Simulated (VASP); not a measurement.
Crystal: Ge.

```xyz
4
Lattice="4.0662 0.0000 0.0000 -2.0331 3.5214 0.0000 0.0000 0.0000 6.6803" Properties=species:S:1:pos:R:3 pbc="T T T"
Ge    2.0331    1.1738    0.4181
Ge    0.0000    2.3476    3.7583
Ge    2.0331    1.1738    2.9221
Ge    0.0000    2.3476    6.2622
```

This isn't the form of Ge at room conditions, which is diamond.

| Property | Result |
| --- | --- |
| Program | VASP 6.6.1 |
| Task | relaxation of cell and atoms |
| Functional | PBEsol |
| Potentials or basis | VASP PAW PBE potentials, release 64 (Ge_d) |
| Cutoff | 600 eV |
| k mesh | 6 × 6 × 4 |
| Occupations | fermi-dirac, width 0.02 eV |
| Spin | no spin polarisation |

At the start: pressure -2.8 GPa; volume 23.91 Å³/atom.

Problem. How do energy, volume and symmetry change on relaxing?

Solution. Over 14 steps the energy falls by 9.6 meV/atom and the volume is 22.81 Å³/atom (-4.6 %); space group P6_3/mmc (No. 194, to 0.1 Å) before and after.

The path:
```tsv
step	energy change (eV)	largest force (eV/Å)	pressure (GPa)	volume (Å³)
1	0.0000	0.0265	-2.76	95.65
2	-0.0352	0.0197	0.89	90.06
3	-0.0385	0.0179	0.10	91.30
4	-0.0384	0.0197	-0.10	91.45
5	-0.0385	0.0052	-0.11	91.43
6	-0.0385	0.0022	-0.15	91.43
7	-0.0385	0.0042	-0.03	91.35
8	-0.0385	0.0042	-0.06	91.33
9	-0.0385	0.0062	-0.04	91.29
10	-0.0385	0.0100	0.06	91.21
11	-0.0385	0.0041	0.01	91.26
12	-0.0385	0.0038	-0.10	91.27
13	-0.0385	0.0013	0.05	91.22
14	-0.0385	0.0041	0.01	91.24
```

Final structure:
```cif
data_structure
_symmetry_space_group_name_H-M 'P 1'
_symmetry_Int_Tables_number 1
_cell_length_a 4.0037
_cell_length_b 4.0037
_cell_length_c 6.5724
_cell_angle_alpha 90.000
_cell_angle_beta 90.000
_cell_angle_gamma 120.000
_cell_volume 91.24
loop_
_atom_site_label
_atom_site_type_symbol
_atom_site_fract_x
_atom_site_fract_y
_atom_site_fract_z
_atom_site_occupancy
Ge1 Ge 0.66667 0.33333 0.06259 1
Ge2 Ge 0.33333 0.66667 0.56259 1
Ge3 Ge 0.66667 0.33333 0.43741 1
Ge4 Ge 0.33333 0.66667 0.93741 1
```

Caveat: the PAW data sets were made with another functional, which shifts forces and pressure a little.
